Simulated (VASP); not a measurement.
# PbS: single point with PBE0

The system is PbS.

```xyz
2
Lattice="3.6537 0.0000 0.0000 0.0000 3.6537 0.0000 0.0000 0.0000 3.6537" Properties=species:S:1:pos:R:3 pbc="T T T"
Pb    0.0000    0.0000    0.0000
S     1.8268    1.8268    1.8268
```

| Quantity | Value |
| --- | --- |
| Program | VASP 6.6.1 |
| Task | single point |
| Functional | PBE0 |
| Potentials or basis | VASP PAW PBE potentials, release 64 (Pb_d, S) |
| Cutoff | 520 eV |
| k mesh | 3 × 3 × 3 |
| Occupations | fermi-dirac, width 0.05 eV |
| Spin | non-collinear spin, zero start, spin-orbit coupling |
| Starting moments | [[0.0, 0.0, 0.0], [0.0, 0.0, 0.0]] μB |
| Dipole correction | no |
| Grid for exact exchange (PRECFOCK) | Normal |
| Further INCAR settings | ALGO = Normal; EDIFF = 1e-06; NBANDS = 32 |
| Share of exact exchange | 0.25 |

- Pressure: -2.5 GPa
- Net moment: 0.00 μB per cell
- Valence electrons inside the program's atomic spheres: Pb 11.80; S 3.67

Moments on the atoms (μB; x, y, z):
```
Pb  0.00 0.00 0.00
S   0.00 0.00 0.00
```

Wall time 7.8 min on 1 thread of Intel(R) Xeon(R) Platinum 8259CL CPU @ 2.50GHz (Skylake/Cascade Lake), on a shared host, peak memory 0.27 GiB.

Caveat: the k points lie up to 0.57 Å⁻¹ apart; the PAW data sets were made with another functional, which shifts forces and pressure a little.
